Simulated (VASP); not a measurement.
# Al14Cu (rs.s) in VASP: relaxation of the atoms with r2SCAN

Aim: the relaxation of the atoms of Al14Cu (rs.s) with r2SCAN.

Program: VASP 6.6.1. These are calculated values, not measurements. Logs are shortened: lines on timing, memory, paths and dates and some standing lists are left out, and cuts for length are marked.

## Step 1: The cell of the first run

The cell holds a slab with vacuum, 15 atoms: a = 4.888 Å, b = 4.888 Å, c = 21.217 Å, α = 90.00°, β = 90.00°, γ = 120.00°.

## Step 2: Relaxation of the atoms, r2SCAN

File POSCAR:

```
Al14Cu
1.0
    4.2330229706      2.4439369546      0.0000000000
   -4.2330229706      2.4439369546      0.0000000000
    0.0000000000      0.0000000000     21.2166710154
Al Cu
14 1
Direct
    0.0000000000      0.0000000000      0.2827964856
    0.3333330000      0.6666670000      0.2827964856
    0.6666670000      0.3333330000      0.2827964856
    0.3333330000      1.0000000000      0.3913959032
    0.6666670000      0.6666670000      0.3913959032
    0.0000000000      0.3333330000      0.3913959032
    0.6666670000      1.0000000000      0.5000000000
    0.0000000000      0.6666670000      0.5000000000
    0.3333330000      0.3333330000      0.5000000000
    0.0000000000      0.0000000000      0.6085994176
    0.3333330000      0.6666670000      0.6085994176
    0.6666670000      0.3333330000      0.6085994176
    0.6666670000      0.6666670000      0.7172035144
    0.0000000000      0.3333330000      0.7172035144
    0.3333330000      1.0000000000      0.7172035144
```

File INCAR.step1:

```
SYSTEM = Al14Cu
PREC     = Accurate       ! precision mode
ENCUT    = 520            ! plane-wave cutoff, eV
ISMEAR   = 1              ! smearing method
SIGMA    = 0.1            ! smearing width, eV
LREAL    = Auto         
LASPH    = .True.         ! aspherical terms in the spheres
NELM     = 100            ! most SCF steps
LDIPOL   = .True.       
IDIPOL   = 3            
DIPOL    = 0.5 0.5 0.500
GGA      = PE             ! functional
ALGO     = Normal         ! electronic algorithm
EDIFF    = 1E-4           ! SCF threshold, eV
LWAVE    = .True.         ! write WAVECAR
LCHARG   = .False.        ! write CHGCAR
```

File INCAR.step2:

```
SYSTEM = Al14Cu
PREC     = Accurate       ! precision mode
ENCUT    = 520            ! plane-wave cutoff, eV
EDIFF    = 1E-6           ! SCF threshold, eV
ISMEAR   = 1              ! smearing method
SIGMA    = 0.1            ! smearing width, eV
LREAL    = Auto         
LASPH    = .True.         ! aspherical terms in the spheres
NELM     = 100            ! most SCF steps
ALGO     = Normal         ! electronic algorithm
ISIF     = 2              ! what is computed and relaxed
LWAVE    = .False.        ! write WAVECAR
LCHARG   = .False.        ! write CHGCAR
LDIPOL   = .True.       
IDIPOL   = 3            
DIPOL    = 0.5 0.5 0.500
METAGGA  = R2SCAN         ! meta-GGA
LMIXTAU  = .True.       
IBRION   = 2              ! ionic algorithm
NSW      = 90             ! ionic steps
EDIFFG   = -0.08          ! ionic threshold
ISTART   = 1
```

File KPOINTS:

```
regular mesh
0
Gamma
  6 6 1
  0 0 0
```

Potentials or basis: VASP PAW PBE potentials, release 64 (Al, Cu).

Run with:

```sh
$ cat potpaw_PBE.64/Al/POTCAR potpaw_PBE.64/Cu/POTCAR > POTCAR
$ cp INCAR.step1 INCAR
$ mpirun -np 1 vasp_std > vasp.out
$ cp INCAR.step2 INCAR
$ mpirun -np 1 vasp_std > vasp.out
```

OUTCAR:

```text
SYSTEM = Al14Cu
   PREC = Accurate
   ENCUT = 520
   EDIFF = 1E-6
   ISMEAR = 1
   LREAL = Auto
   LASPH = .True.
   NELM = 100
   ISIF = 2
   METAGGA = R2SCAN
   IBRION = 2
   NSW = 90
   EDIFFG = -0.08
   ISTART = 1

 ion  position               nearest neighbor table
   1  0.000  0.000  0.283-   4 2.82   6 2.82   5 2.82   3 2.82   2 2.82   2 2.82   3 2.82   3 2.82
                             2 2.82
   2  0.333  0.667  0.283-   4 2.82   6 2.82   5 2.82   1 2.82   3 2.82   3 2.82   1 2.82   1 2.82
                             3 2.82
   3  0.667  0.333  0.283-   6 2.82   4 2.82   5 2.82   1 2.82   2 2.82   2 2.82   1 2.82   1 2.82
                             2 2.82
   4  0.333  0.000  0.391-   1 2.82   2 2.82   3 2.82   6 2.82   5 2.82   5 2.82   6 2.82   6 2.82
                             5 2.82   9 2.82   8 2.82   7 2.82
   5  0.667  0.667  0.391-   1 2.82   2 2.82   3 2.82   6 2.82   4 2.82   4 2.82   6 2.82   4 2.82
                             6 2.82   7 2.82   8 2.82   9 2.82
   6  0.000  0.333  0.391-   1 2.82   3 2.82   2 2.82   4 2.82   5 2.82   5 2.82   4 2.82   4 2.82
                             5 2.82   9 2.82   7 2.82   8 2.82
   7  0.667  0.000  0.500-  10 2.82  12 2.82  11 2.82   8 2.82   9 2.82   9 2.82   8 2.82   8 2.82
                             9 2.82   5 2.82   6 2.82   4 2.82
   8  0.000  0.667  0.500-  10 2.82  11 2.82  12 2.82   7 2.82   9 2.82   9 2.82   7 2.82   7 2.82
                             9 2.82   5 2.82   4 2.82   6 2.82
   9  0.333  0.333  0.500-  10 2.82  11 2.82  12 2.82   8 2.82   7 2.82   8 2.82   7 2.82   7 2.82
                             8 2.82   6 2.82   4 2.82   5 2.82
  10  0.000  0.000  0.609-   7 2.82   8 2.82   9 2.82  11 2.82  12 2.82  11 2.82  12 2.82  12 2.82
                            11 2.82  14 2.82  15 2.82  13 2.82
  11  0.333  0.667  0.609-   8 2.82   7 2.82   9 2.82  10 2.82  12 2.82  12 2.82  10 2.82  10 2.82
                            12 2.82  15 2.82  14 2.82  13 2.82
  12  0.667  0.333  0.609-   7 2.82   8 2.82   9 2.82  10 2.82  11 2.82  11 2.82  10 2.82  10 2.82
                            11 2.82  14 2.82  15 2.82  13 2.82
  13  0.667  0.667  0.717-  15 2.82  14 2.82  14 2.82  15 2.82  15 2.82  14 2.82  10 2.82  11 2.82
                            12 2.82
  14  0.000  0.333  0.717-  15 2.82  13 2.82  13 2.82  15 2.82  15 2.82  13 2.82  10 2.82  12 2.82
                            11 2.82
  15  0.333  0.000  0.717-  14 2.82  13 2.82  13 2.82  14 2.82  14 2.82  13 2.82  10 2.82  11 2.82
                            12 2.82

  LATTYP: Found a hexagonal cell.
 ALAT       =     4.8878739046
 C/A-ratio  =     4.3406747861

  Lattice vectors:

 A1 = (   4.2330229706,   2.4439369546,   0.0000000000)
 A2 = (  -4.2330229706,   2.4439369546,   0.0000000000)
 A3 = (   0.0000000000,   0.0000000000,  21.2166710154)

Analysis of symmetry for initial positions (statically):
=====================================================================
 Subroutine PRICEL returns:
 Original cell was already a primitive cell.

 Routine SETGRP: Setting up the symmetry group for a
 hexagonal supercell.

 Subroutine GETGRP returns: Found  6 space group operations
 (whereof  2 operations were pure point group operations)
 out of a pool of 24 trial point group operations.

The static configuration has the point symmetry C_1h.
 The point group associated with its full space group is C_3v.

Analysis of symmetry for dynamics (positions and initial velocities):
=====================================================================
 Subroutine PRICEL returns:
 Original cell was already a primitive cell.

 Routine SETGRP: Setting up the symmetry group for a
 hexagonal supercell.

 Subroutine GETGRP returns: Found  6 space group operations
 (whereof  2 operations were pure point group operations)
 out of a pool of 24 trial point group operations.

The dynamic configuration has the point symmetry C_1h.
 The point group associated with its full space group is C_3v.

 Subroutine INISYM returns: Found  6 space group operations
 (whereof  2 operations are pure point group operations),
 and found     1 'primitive' translations

----------------------------------------------------------------------------------------

                                     Primitive cell

  volume of cell :     438.9832

  direct lattice vectors                    reciprocal lattice vectors
     4.233022971  2.443936955  0.000000000     0.118118896  0.204587929  0.000000000
    -4.233022971  2.443936955  0.000000000    -0.118118896  0.204587929  0.000000000
[... 57 lines left out ...]

  Shift w.r.t. Gamma in fractional coordinates (k-lattice)
     0.000000000  0.000000000  0.000000000

 Subroutine IBZKPT returns following result:
 ===========================================

 Found      7 irreducible k-points:

 Following reciprocal coordinates:
            Coordinates               Weight
  0.000000  0.000000  0.000000      1.000000
  0.166667  0.000000  0.000000      6.000000
  0.333333  0.000000  0.000000      6.000000
  0.500000  0.000000  0.000000      3.000000
  0.166667  0.166667  0.000000      6.000000
  0.333333  0.166667  0.000000     12.000000
  0.333333  0.333333  0.000000      2.000000
   k-points           NKPTS =      7   k-points in BZ     NKDIM =      7   number of bands    NBANDS=     34
   number of dos      NEDOS =    301   number of ions     NIONS =     15
   total plane-waves  NPLWV = 207360
   dimension x,y,z NGX =    36 NGY =   36 NGZ =  160
   dimension x,y,z NGXF=    72 NGYF=   72 NGZF=  320
   ions per type =              14   1
   NGX,Y,Z   is equivalent  to a cutoff of  12.24, 12.24, 12.54 a.u.
   NGXF,Y,Z  is equivalent  to a cutoff of  24.49, 24.49, 25.07 a.u.
 SYSTEM =  Al14Cu
   PREC   = accura    normal or accurate (medium, high low for compatibility)
   ISTART =      1    job   : 0-new  1-cont  2-samecut
   ICHARG =      0    charge: 1-file 2-atom 10-const
   ISPIN  =      1    spin polarized calculation?
   LNONCOLLINEAR =      F non collinear calculations
   LSORBIT =      F    spin-orbit coupling
   LASPH  =      T    aspherical Exc in radial PAW
   ENCUT  =  520.0 eV  38.22 Ry    6.18 a.u.   9.09  9.09 39.45*2*pi/ulx,y,z
   NELM   =    100;   NELMIN=  2; NELMDL=  0     # of ELM steps
   EDIFF  = 0.1E-05   stopping-criterion for ELM
   LREAL  =      T    real-space projection
   EDIFFG = -.8E-01   stopping-criterion for IOM
   NSW    =     90    number of steps for IOM
   IBRION =      2    ionic relax: 0-MD 1-quasi-New 2-CG
   NFREE  =      1    steps in history (QN), initial steepest desc. (CG)
   ISIF   =      2    stress and relaxation
   ISYM   =      2    0-nonsym 1-usesym 2-fastsym
   POTIM  = 0.5000    time-step for ionic-motion
   TEBEG  =    0.0;   TEEND  =   0.0 temperature during run
   PSTRESS=    0.0 pullay stress
   NELECT =      53.0000    total number of electrons
   NUPDOWN=      -1.0000    fix difference up-down
   EMIN   =  10.00;   EMAX   =-10.00  energy-range for DOS
   EFERMI =   0.00;   METHOD = LEGACY
   ISMEAR =     1;   SIGMA  =   0.10  broadening in eV -4-tet -1-fermi 0-gaus
   EFERMI_NEDOS =   21; number of points for ismear=-14 and -15
   IALGO  =     38    algorithm
   IMIX   =      4    mixing-type and parameters
     AMIX     =   0.40;   BMIX     =  1.00
     AMIX_MAG =   1.60;   BMIX_MAG =  1.00
  volume/ion in A,a.u.               =      29.27       197.49
  Fermi-wavevector in a.u.,A,eV,Ry     =   0.809129  1.529031  8.907584  0.654689
  Thomas-Fermi vector in A             =   1.918062
   LORBIT       =      0    0 simple, 1 ext, 2 COOP (PROOUT), +10 PAW based schemes
   METAGGA = R2SCAN    functional components
   LHFCALC =     F    Hartree Fock is set to
   AEXX    =    0.0000 exact exchange contribution
   IVDW    =     0    specifies the selected vdW correction
   LEPSILON=     F    determine dielectric tensor
   LRPA    =     F    only Hartree local field effects (RPA)
 conjugate gradient relaxation of ions
 non-spin polarized calculation
 Methfessel and Paxton  Order N= 1 SIGMA  =   0.10
  energy-cutoff  :      520.00
  volume of cell :      438.98
 maximum number of plane-waves:     11871
   NGX = 19   NGY = 19   NGZ = 79

 dipolmoment           0.000000      0.000000     -0.016023 electrons x Angstroem

--------------------------------------- Ionic step        1  -------------------------------------------

 number of electron      52.9999989 magnetization

 Free energy of the ion-electron system (eV)
  ---------------------------------------------------
  ext. energy  EPLUGINS =         0.00000000
  ---------------------------------------------------
  free energy    TOTEN  =      -102.71783297 eV

  energy without entropy =     -102.70450383  energy(sigma->0) =     -102.71338992

------------------------ aborting loop because EDIFF is reached ----------------------------------------

  FORCE on cell =-STRESS in cart. coord.  units (eV):
  Direction    XX          YY          ZZ          XY          YZ          ZX
  --------------------------------------------------------------------------------------
  -------------------------------------------------------------------------------------
  Total       -8.1958557     -8.1958557      0.1666452      0.0000000      0.0000000      0.0000000
  in kB      -29.9127969    -29.9127970      0.6082129      0.0000000      0.0000000      0.0000000
  external PRESSURE =     -19.7391270 kB  Pullay stress =       0.0000000 kB
[... 281 lines left out ...]
--------------------------------------- Ionic step        7  -------------------------------------------

 number of electron      53.0000015 magnetization

 dipolmoment           0.000000      0.000000      0.008461 electrons x Angstroem

 Free energy of the ion-electron system (eV)
  ---------------------------------------------------
  ext. energy  EPLUGINS =         0.00000000
  ---------------------------------------------------
  free energy    TOTEN  =      -102.83577388 eV

  energy without entropy =     -102.82636075  energy(sigma->0) =     -102.83263617

 E-fermi :   2.4798     XC(G=0):  -6.8387

 val. band max:        2.4776796273   @ k =   0.1667   0.0000   0.0000
 cond. band min:       2.5621941358   @ k =   0.1667   0.1667   0.0000
 fundamental gap:      0.0845145085
 Fermi energy:         2.4797522824

 k-point     1 :       0.0000    0.0000    0.0000
  band No.  band energies     occupation
      1      -9.1758      2.00000
      2      -8.3459      2.00000
      3      -7.0552      2.00000
      4      -5.3977      2.00000
      5      -3.3454      2.00000
      6      -1.5871      2.00000
[... 248 lines left out ...]
     33       4.4821      0.00000
     34       4.4822      0.00000

------------------------ aborting loop because EDIFF is reached ----------------------------------------

 vacuum level on the upper side and lower side of the slab       (xc-potential included)        -0.172        -0.291

  FORCE on cell =-STRESS in cart. coord.  units (eV):
  Direction    XX          YY          ZZ          XY          YZ          ZX
  --------------------------------------------------------------------------------------
  -------------------------------------------------------------------------------------
  Total       -8.1960579     -8.1960580      0.0669999      0.0000000     -0.0000000      0.0000000
  in kB      -29.9135351    -29.9135352      0.2445325      0.0000000     -0.0000000      0.0000000
  external PRESSURE =     -19.8608459 kB  Pullay stress =       0.0000000 kB
[... 30 lines left out ...]
  FREE ENERGIE OF THE ION-ELECTRON SYSTEM (eV)
  ---------------------------------------------------
  free  energy   TOTEN  =      -102.8357738839 eV

  energy  without entropy=     -102.8263607547  energy(sigma->0) =     -102.83263617

 reached required accuracy - stopping structural energy minimisation

 vacuum level on the upper side and lower side of the slab         6.808         6.734
```

Run time: 36 min. Hardware: 1 thread of Intel Xeon 6975P-C (Granite Rapids), shared host; peak memory 0.61 GiB.

What came out:

| Quantity | Value |
| --- | --- |
| Free energy | -102.8358 eV |
| Energy gained by relaxing | 7.9 meV/atom |
| Ionic steps | 7 |
| Largest force after relaxing | 0.023 eV/Å |

Forces on the atoms (eV/Å):
```
Al   0.003  0.002 -0.015
Al  -0.003  0.002 -0.015
Al   0.000 -0.003 -0.015
Al   0.000  0.000  0.011
Al   0.000  0.000  0.008
Al   0.000  0.000  0.008
Al  -0.017 -0.010  0.012
Al   0.000  0.020  0.012
Al   0.017 -0.010  0.012
Al  -0.011 -0.006 -0.005
Al   0.011 -0.006 -0.005
Al   0.000  0.013 -0.005
Al   0.000  0.000 -0.003
Al   0.000  0.000 -0.003
Cu   0.000  0.000  0.000
```

The path:
| step | energy change (eV) | largest force (eV/Å) | pressure (GPa) |
| --- | --- | --- | --- |
| 1 | 0.0000 | 0.6577 | -1.97 |
| 2 | -0.0364 | 0.5906 | -2.00 |
| 3 | -0.0777 | 0.3787 | -2.04 |
| 4 | -0.0785 | 0.3260 | -2.04 |
| 5 | -0.1018 | 0.1879 | -2.02 |
| 6 | -0.1143 | 0.1355 | -1.97 |
| 7 | -0.1179 | 0.0234 | -1.99 |

Final structure:
```
CELL_PARAMETERS angstrom
4.23302 2.44394 0.00000
-4.23302 2.44394 0.00000
0.00000 0.00000 21.21667
ATOMIC_POSITIONS crystal
Al 0.99828 0.00000 0.28120
Al 0.33333 0.66495 0.28120
Al 0.66838 0.33505 0.28120
Al 0.33333 0.00000 0.39262
Al 0.66667 0.66667 0.39214
Al 0.00000 0.33333 0.39214
Al 0.66762 0.00000 0.50079
Al 0.99905 0.66572 0.50079
Al 0.33333 0.33428 0.50079
Al 0.00140 0.00000 0.61055
Al 0.33333 0.66806 0.61055
Al 0.66527 0.33194 0.61055
Al 0.66667 0.66667 0.71948
Al 0.00000 0.33333 0.71948
Cu 0.33333 0.00000 0.70652
```

Caveat: the PAW data sets were made with another functional, which shifts forces and pressure a little; the relaxation stopped at a loose force limit of 0.08 eV/Å, so its end isn't a converged minimum.
